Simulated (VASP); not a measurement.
# BeSe: single point with PBE+U

Crystal: BeSe.

```
CELL_PARAMETERS angstrom
0.00000 2.58397 2.58397
2.58397 0.00000 2.58397
2.58397 2.58397 0.00000
ATOMIC_POSITIONS crystal
Be 0.00000 0.00000 0.00000
Se 0.25000 0.25000 0.25000
```

* Program: VASP 6.6.1
* Task: single point
* Functional: PBE
* Potentials or basis: VASP PAW PBE potentials, release 64 (Be, Se)
* Cutoff: 600 eV
* k mesh: 3 × 3 × 3
* Occupations: gaussian, width 0.1 eV
* Spin: no spin polarisation
* Hubbard terms: Se p U = 3.7 eV

```json
{"Pressure": "3.3 GPa", "Band gap on the k mesh": "3.09 eV (least direct gap 4.11 eV)"}
```

Levels at points of the mesh, in eV from the valence-band top:
```tsv
k point	band 2	band 3	band 4	band 5	band 6	band 7
(0.00, 0.00, 0.00)	0.00	0.00	0.00	4.11	4.85	4.85
```

Wall time 3.8 s on 1 thread of AMD EPYC 7R13 Processor (Zen 3), with other jobs on the host, peak memory 0.13 GiB.

Caveat: the k points lie up to 0.70 Å⁻¹ apart; an odd mesh through Γ misses points on the zone boundary, where band edges can lie.
